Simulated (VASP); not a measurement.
# Mg5Se (R-3m) in VASP: notebook

The runs below take Mg5Se through single point, with PBE.

Program: VASP 6.6.1. These are calculated values, not measurements. Logs are shortened: lines on timing, memory, paths and dates and some standing lists are left out, and cuts for length are marked.

## 1. The cell of the first run

It takes space group R-3m (No. 166, trigonal). Conventional cell: a = 6.242 Å, b = 6.242 Å, c = 11.951 Å, α = 90.00°, β = 90.00°, γ = 120.00°. Mg (site symmetry 3m) has 10 Mg at 2.44 to 3.35 Å within 3.4 Å. Within 3.5 Å of Mg (site symmetry 2/m) lie 2 Se at 2.69 Å and 10 Mg at 3.12 to 3.35 Å. Se (site symmetry -3m) has 6 Mg at 2.69 Å within 3.5 Å.

The cell was built from a structure type or drawn by symmetry, and may not be a known phase.

## 2. Single point, PBE

Input file INCAR:

```
ALGO = Normal
EDIFF = 1E-6
ENCUT = 520
GGA = PE
ISIF = 2
ISMEAR = 0
LASPH = True
LCHARG = False
LREAL = False
LWAVE = False
NBANDS = 17
NELM = 60
PREC = Accurate
SIGMA = 0.1
```

Input file KPOINTS:

```
k-points
0
Gamma
  6 6 6
```

Input file POSCAR:

```
Mg5Se
1.0
    3.1212250900      1.8020401500      3.9836769800
   -3.1212250900      1.8020401500      3.9836769800
    0.0000000000     -3.6040803000      3.9836769800
Mg Se
5 1
Direct
    0.1021857100      0.1021857100      0.1021857100
    0.8978142900      0.8978142900      0.8978142900
    0.5000000000      0.5000000000      0.0000000000
    0.0000000000      0.5000000000      0.5000000000
    0.5000000000      0.0000000000      0.5000000000
    0.5000000000      0.5000000000      0.5000000000
```

Potentials or basis: VASP PAW PBE potentials, release 64 (Mg, Se).

The run is started by

```console
> cat potpaw_PBE.64/Mg/POTCAR potpaw_PBE.64/Se/POTCAR > POTCAR
> mpirun -np 1 vasp_std > vasp.out
```

OUTCAR:

```text
EDIFF = 1E-6
   ENCUT = 520
   GGA = PE
   ISIF = 2
   ISMEAR = 0
   LASPH = True
   LREAL = False
   NELM = 60
   PREC = Accurate

 ion  position               nearest neighbor table
   1  0.102  0.102  0.102-   2 2.44   4 3.30   5 3.30   3 3.30   3 3.35   3 3.35   4 3.35   5 3.35
                             4 3.35   5 3.35
   2  0.898  0.898  0.898-   1 2.44   4 3.30   5 3.30   3 3.30   3 3.35   3 3.35   4 3.35   5 3.35
                             5 3.35   4 3.35
   3  0.500  0.500  0.000-   6 2.69   6 2.69   5 3.12   4 3.12   5 3.12   4 3.12   1 3.30   2 3.30
                             2 3.35   1 3.35   2 3.35   1 3.35
   4  0.000  0.500  0.500-   6 2.69   6 2.69   5 3.12   5 3.12   3 3.12   3 3.12   1 3.30   2 3.30
                             2 3.35   1 3.35   1 3.35   2 3.35
   5  0.500  0.000  0.500-   6 2.69   6 2.69   4 3.12   4 3.12   3 3.12   3 3.12   1 3.30   2 3.30
                             2 3.35   1 3.35   2 3.35   1 3.35
   6  0.500  0.500  0.500-   4 2.69   5 2.69   5 2.69   4 2.69   3 2.69   3 2.69

  LATTYP: Found a trigonal (rhomboedric) cell.
 ALAT       =     5.3720645091
 COS(alpha) =     0.3248539395

  Lattice vectors:

 A1 = (   3.1212250900,   1.8020401500,   3.9836769800)
 A2 = (  -3.1212250900,   1.8020401500,   3.9836769800)
 A3 = (   0.0000000000,  -3.6040803000,   3.9836769800)

Analysis of symmetry for initial positions (statically):
=====================================================================
 Subroutine PRICEL returns:
 Original cell was already a primitive cell.

 Routine SETGRP: Setting up the symmetry group for a
 trigonal (rhombohedral) supercell.

 Subroutine GETGRP returns: Found 12 space group operations
 (whereof 12 operations were pure point group operations)
 out of a pool of 12 trial point group operations.

The static configuration has the point symmetry D_3d.

Analysis of symmetry for dynamics (positions and initial velocities):
=====================================================================
 Subroutine PRICEL returns:
 Original cell was already a primitive cell.

 Routine SETGRP: Setting up the symmetry group for a
 trigonal (rhombohedral) supercell.

 Subroutine GETGRP returns: Found 12 space group operations
 (whereof 12 operations were pure point group operations)
 out of a pool of 12 trial point group operations.

The dynamic configuration has the point symmetry D_3d.

 Subroutine INISYM returns: Found 12 space group operations
 (whereof 12 operations are pure point group operations),
 and found     1 'primitive' translations

----------------------------------------------------------------------------------------

                                     Primitive cell

  volume of cell :     134.4389

  direct lattice vectors                    reciprocal lattice vectors
     3.121225090  1.802040150  3.983676980     0.160193509  0.092487765  0.083674790
    -3.121225090  1.802040150  3.983676980    -0.160193509  0.092487765  0.083674790
     0.000000000 -3.604080300  3.983676980     0.000000000 -0.184975531  0.083674790

  length of vectors
     5.372064505  5.372064505  5.372064509     0.203020732  0.203020732  0.203020732

  position of ions in fractional coordinates (direct lattice)
     0.102185710  0.102185710  0.102185710
     0.897814290  0.897814290  0.897814290
     0.500000000  0.500000000  0.000000000
     1.000000000  0.500000000  0.500000000
     0.500000000  1.000000000  0.500000000
     0.500000000  0.500000000  0.500000000

  ion indices of the primitive-cell ions
   primitive index   ion index
                 1           1
                 2           2
                 3           3
                 4           4
                 5           5
                 6           6

----------------------------------------------------------------------------------------

 KPOINTS: k-points

Automatic generation of k-mesh.
 Grid dimensions read from file:
 generate k-points for:    6    6    6

 Generating k-lattice:

  Cartesian coordinates                     Fractional coordinates (reciprocal lattice)
     0.026698918  0.015414628  0.013945798     0.166666667 -0.000000000  0.000000000
    -0.026698918  0.015414628  0.013945798    -0.000000000  0.166666667  0.000000000
     0.000000000 -0.030829255  0.013945798     0.000000000  0.000000000  0.166666667

  Length of vectors
     0.033836789  0.033836789  0.033836789

  Shift w.r.t. Gamma in fractional coordinates (k-lattice)
     0.000000000  0.000000000  0.000000000

 Subroutine IBZKPT returns following result:
 ===========================================

 Found     32 irreducible k-points:

 Following reciprocal coordinates:
            Coordinates               Weight
  0.000000  0.000000  0.000000      1.000000
  0.166667  0.000000 -0.000000      6.000000
  0.333333 -0.000000 -0.000000      6.000000
  0.500000 -0.000000 -0.000000      3.000000
  0.166667  0.166667 -0.000000      6.000000
  0.333333  0.166667 -0.000000     12.000000
[... 16 lines left out ...]
  0.500000  0.500000  0.166667      6.000000
 -0.333333  0.500000  0.166667     12.000000
 [... further k-points ...]
   k-points           NKPTS =     32   k-points in BZ     NKDIM =     32   number of bands    NBANDS=     17
   number of dos      NEDOS =    301   number of ions     NIONS =      6
   total plane-waves  NPLWV =  64000
   dimension x,y,z NGX =    40 NGY =   40 NGZ =   40
   dimension x,y,z NGXF=    80 NGYF=   80 NGZF=   80
   ions per type =               5   1
   NGX,Y,Z   is equivalent  to a cutoff of  12.38, 12.38, 12.38 a.u.
   NGXF,Y,Z  is equivalent  to a cutoff of  24.76, 24.76, 24.76 a.u.
 SYSTEM =  unknown system
   PREC   = accura    normal or accurate (medium, high low for compatibility)
   ISTART =      0    job   : 0-new  1-cont  2-samecut
   ICHARG =      2    charge: 1-file 2-atom 10-const
   ISPIN  =      1    spin polarized calculation?
   LNONCOLLINEAR =      F non collinear calculations
   LSORBIT =      F    spin-orbit coupling
   LASPH  =      T    aspherical Exc in radial PAW
   ENCUT  =  520.0 eV  38.22 Ry    6.18 a.u.   9.99  9.99  9.99*2*pi/ulx,y,z
   NELM   =     60;   NELMIN=  2; NELMDL= -5     # of ELM steps
   EDIFF  = 0.1E-05   stopping-criterion for ELM
   LREAL  =      F    real-space projection
   EDIFFG = 0.1E-04   stopping-criterion for IOM
   NSW    =      0    number of steps for IOM
   IBRION =     -1    ionic relax: 0-MD 1-quasi-New 2-CG
   NFREE  =      0    steps in history (QN), initial steepest desc. (CG)
   ISIF   =      2    stress and relaxation
   ISYM   =      2    0-nonsym 1-usesym 2-fastsym
   POTIM  = 0.5000    time-step for ionic-motion
   TEBEG  =    0.0;   TEEND  =   0.0 temperature during run
   PSTRESS=    0.0 pullay stress
   NELECT =      16.0000    total number of electrons
   NUPDOWN=      -1.0000    fix difference up-down
   EMIN   =  10.00;   EMAX   =-10.00  energy-range for DOS
   EFERMI =   0.00;   METHOD = LEGACY
   ISMEAR =     0;   SIGMA  =   0.10  broadening in eV -4-tet -1-fermi 0-gaus
   EFERMI_NEDOS =   21; number of points for ismear=-14 and -15
   IALGO  =     38    algorithm
   IMIX   =      4    mixing-type and parameters
     AMIX     =   0.40;   BMIX     =  1.00
     AMIX_MAG =   1.60;   BMIX_MAG =  1.00
  volume/ion in A,a.u.               =      22.41       151.21
  Fermi-wavevector in a.u.,A,eV,Ry     =   0.805267  1.521734  8.822763  0.648455
  Thomas-Fermi vector in A             =   1.913480
   LORBIT       =      0    0 simple, 1 ext, 2 COOP (PROOUT), +10 PAW based schemes
   GGA     = PE    functional components
   LHFCALC =     F    Hartree Fock is set to
   AEXX    =    0.0000 exact exchange contribution
   IVDW    =     0    specifies the selected vdW correction
   LEPSILON=     F    determine dielectric tensor
   LRPA    =     F    only Hartree local field effects (RPA)
 non-spin polarized calculation
 Gauss-broadening in eV      SIGMA  =   0.10
  energy-cutoff  :      520.00
  volume of cell :      134.44
 maximum number of plane-waves:      3656
   NGX = 19   NGY = 19   NGZ = 19

 number of electron      16.0000001 magnetization

 Free energy of the ion-electron system (eV)
  ---------------------------------------------------
  ext. energy  EPLUGINS =         0.00000000
  ---------------------------------------------------
  free energy    TOTEN  =       -11.77546252 eV

  energy without entropy =      -11.76872924  energy(sigma->0) =      -11.77209588

 E-fermi :   3.1713     XC(G=0):  -8.7325

 val. band max:        3.1570839477   @ k =   0.5000   0.5000   0.3333
 cond. band min:       3.1716290053   @ k =   0.5000   0.5000   0.5000
 fundamental gap:      0.0145450576
 Fermi energy:         3.1713392080

 k-point     1 :       0.0000    0.0000    0.0000
  band No.  band energies     occupation
      1     -10.6002      2.00000
      2      -2.1997      2.00000
      3      -1.5743      2.00000
      4      -0.8766      2.00000
      5      -0.8766      2.00000
      6       2.7480      2.00000
[... 9 lines left out ...]
     16       8.3995      0.00000
     17       8.3995      0.00000

 k-point     2 :       0.1667    0.0000   -0.0000
  band No.  band energies     occupation
      1     -10.5832      2.00000
      2      -2.4577      2.00000
      3      -1.5446      2.00000
      4      -0.8633      2.00000
      5      -0.6774      2.00000
      6       2.0248      2.00000
[... 9 lines left out ...]
     16       7.3105      0.00000
     17       7.9219      0.00000

 k-point     3 :       0.3333   -0.0000   -0.0000
  band No.  band energies     occupation
      1     -10.5488      2.00000
      2      -2.8375      2.00000
      3      -1.5048      2.00000
      4      -0.8306      2.00000
      5      -0.3949      2.00000
      6       1.3895      2.00000
[... 9 lines left out ...]
     16       7.7307      0.00000
     17       8.8610      0.00000

 k-point     4 :       0.5000   -0.0000   -0.0000
  band No.  band energies     occupation
      1     -10.5312      2.00000
      2      -2.9957      2.00000
      3      -1.4764      2.00000
      4      -0.8109      2.00000
      5      -0.3142      2.00000
      6       1.1970      2.00000
[... 9 lines left out ...]
     16       8.3660      0.00000
     17       8.8122      0.00000

 k-point     5 :       0.1667    0.1667   -0.0000
  band No.  band energies     occupation
      1     -10.5708      2.00000
      2      -2.5569      2.00000
      3      -1.4168      2.00000
      4      -1.1178      2.00000
      5      -0.4270      2.00000
      6       1.7904      2.00000
[... 9 lines left out ...]
     16       7.9947      0.00000
     17       8.2143      0.00000

 k-point     6 :       0.3333    0.1667   -0.0000
  band No.  band energies     occupation
      1     -10.5387      2.00000
      2      -2.7959      2.00000
      3      -1.4661      2.00000
      4      -1.1838      2.00000
      5      -0.0790      2.00000
      6       1.1598      2.00000
[... 9 lines left out ...]
     16       8.1619      0.00000
     17       8.8504      0.00000
[... 281 lines left out ...]
 k-point    21 :      -0.3333    0.3333    0.1667
  band No.  band energies     occupation
      1     -10.4939      2.00000
      2      -2.6295      2.00000
      3      -2.2459      2.00000
      4      -1.3006      2.00000
      5       0.3977      2.00000
      6       1.2031      2.00000
[... 9 lines left out ...]
     16       8.4919      0.00000
     17       8.9599      0.00000

 k-point    22 :      -0.1667    0.3333    0.1667
  band No.  band energies     occupation
      1     -10.5196      2.00000
      2      -2.6252      2.00000
      3      -2.0328      2.00000
      4      -1.3663      2.00000
      5       0.3920      2.00000
      6       1.1578      2.00000
[... 9 lines left out ...]
     16       7.8759      0.00000
     17       8.1768      0.00000

 k-point    23 :       0.5000    0.5000    0.1667
  band No.  band energies     occupation
      1     -10.4727      2.00000
      2      -2.8975      2.00000
      3      -1.5662      2.00000
      4      -1.4327      2.00000
      5      -0.4936      2.00000
      6       1.2488      2.00000
[... 9 lines left out ...]
     16       8.7852      0.00000
     17       8.9453      0.00000

 k-point    24 :      -0.3333    0.5000    0.1667
  band No.  band energies     occupation
      1     -10.4813      2.00000
      2      -2.7264      2.00000
      3      -1.8644      2.00000
      4      -1.6597      2.00000
      5      -0.0689      2.00000
      6       1.4032      2.00000
[... 9 lines left out ...]
     16       8.3876      0.00000
     17       9.0107      0.00000

 [... further k-points ...]

------------------------ aborting loop because EDIFF is reached ----------------------------------------

  FORCE on cell =-STRESS in cart. coord.  units (eV):
  Direction    XX          YY          ZZ          XY          YZ          ZX
  --------------------------------------------------------------------------------------
  -------------------------------------------------------------------------------------
  Total        0.0493889      0.0493889      5.8160282      0.0000000      0.0000000      0.0000000
  in kB        0.5885924      0.5885924     69.3125969      0.0000000      0.0000000      0.0000000
  external PRESSURE =      23.4965939 kB  Pullay stress =       0.0000000 kB

 VOLUME and BASIS-vectors are now :
 -----------------------------------------------------------------------------
  energy-cutoff  :      520.00
  volume of cell :      134.44
      direct lattice vectors                 reciprocal lattice vectors
     3.121225090  1.802040150  3.983676980     0.160193509  0.092487765  0.083674790
    -3.121225090  1.802040150  3.983676980    -0.160193509  0.092487765  0.083674790
     0.000000000 -3.604080300  3.983676980     0.000000000 -0.184975531  0.083674790

 POSITION                                       TOTAL-FORCE (eV/Angst)
 -----------------------------------------------------------------------------------
      0.00000      0.00000      1.22122        -0.000000      0.000000      2.060568
      0.00000      0.00000     10.72981        -0.000000     -0.000000     -2.060568
      0.00000      1.80204      3.98368        -0.000000      0.000000      0.000000
     -1.56061     -0.90102      3.98368         0.000000      0.000000      0.000000
      1.56061     -0.90102      3.98368        -0.000000      0.000000      0.000000
      0.00000      0.00000      5.97552        -0.000000      0.000000      0.000000
 -----------------------------------------------------------------------------------
    total drift:                               -0.000000      0.000000     -0.000000

  FREE ENERGIE OF THE ION-ELECTRON SYSTEM (eV)
  ---------------------------------------------------
  free  energy   TOTEN  =       -11.7754625222 eV

  energy  without entropy=      -11.7687292402  energy(sigma->0) =      -11.77209588
```

It took 86 s on 1 thread of Intel Xeon 8259CL, shared host; peak memory 0.27 GiB.

Results:

* Free energy: -11.7755 eV
* Pressure: 2.3 GPa
* Largest force: 2.061 eV/Å
* Band gap on the k mesh: zero (bands 8 and 9 overlap by 0.89 eV)

Forces in eV/Å, atoms in the order of the input:
```
Mg   0.000  0.000  2.061
Mg   0.000  0.000 -2.061
Mg   0.000  0.000  0.000
Mg   0.000  0.000  0.000
Mg   0.000  0.000  0.000
Se   0.000  0.000  0.000
```

Stress tensor (GPa, compression positive):
```
0.06 0.00 0.00
0.00 0.06 0.00
0.00 0.00 6.93
```

Levels at points of the mesh, in eV from the Fermi level:
```tsv
k point	band 6	band 7	band 8	band 9	band 10	band 11
(0.00, 0.00, 0.00)	-0.42	-0.42	-0.12	0.44	0.56	0.56
(0.50, 0.00, 0.00)	-1.97	-1.03	-0.17	0.76	1.18	1.32
(0.50, 0.50, 0.00)	-2.23	-0.80	0.08	1.15	1.27	2.41
(0.50, 0.50, 0.50)	-2.38	-1.58	-1.58	0.00	1.98	2.88
```

Caveat: forces of over 1 eV/Å act on the atoms, so gaps and moduli don't describe the material at rest.

## 3. Single point, PBE

This run uses another cell than the first one, of 22.93 Å³/atom.

Input file INCAR:

```
PREC = Accurate
ENCUT = 520
EDIFF = 1E-7
ISMEAR = 0
SIGMA = 0.1
LREAL = F
LASPH = T
NELM = 60
ALGO = Normal
ISIF = 2
LWAVE = F
LCHARG = F
GGA = PE
NBANDS = 17
```

Input file KPOINTS:

```
regular mesh
0
Gamma
  6 6 6
```

Input file POSCAR:

```
Mg5Se
1.0
    3.0928542985      1.7856602618      4.1524202758
   -3.0928542985      1.7856602618      4.1524202758
    0.0000000000     -3.5713205236      4.1524202758
Mg Se
5 1
Direct
    0.1191560442      0.1191560442      0.1191560442
    0.8808439558      0.8808439558      0.8808439558
    0.5000000000      0.5000000000      0.0000000000
    0.0000000000      0.5000000000      0.5000000000
    0.5000000000      0.0000000000      0.5000000000
    0.5000000000      0.5000000000      0.5000000000
```

Potentials or basis: VASP PAW PBE potentials, release 64 (Mg, Se).

The run is started by

```console
> cat potpaw_PBE.64/Mg/POTCAR potpaw_PBE.64/Se/POTCAR > POTCAR
> mpirun -np 1 vasp_std > vasp.out
```

Wall time 1.9 min (1 thread of Intel Xeon 8259CL, shared host); peak memory 0.29 GiB.

The run converged. Its results:

```yaml
Free_energy: -12.2235 eV
Pressure: -0.1 GPa
Largest_force: 0.003 eV/Å
Band_gap_on_the_k_mesh: zero (bands 8 and 9 overlap by 1.04 eV)
```

Forces on the atoms (eV/Å):
```
Mg   0.000  0.000 -0.003
Mg   0.000  0.000  0.003
Mg   0.000  0.000  0.000
Mg   0.000  0.000  0.000
Mg   0.000  0.000  0.000
Se   0.000  0.000  0.000
```

Levels at points of the mesh, in eV from the Fermi level:
```tsv
k point	band 6	band 7	band 8	band 9	band 10	band 11
(0.00, 0.00, 0.00)	-0.59	-0.57	-0.57	0.43	0.67	0.67
(0.50, 0.00, 0.00)	-1.74	-1.00	-0.51	0.39	1.06	1.19
(0.50, 0.50, 0.00)	-2.58	-0.94	0.16	1.08	1.13	2.47
(0.50, 0.50, 0.50)	-2.03	-1.48	-1.48	-0.37	1.45	2.65
```
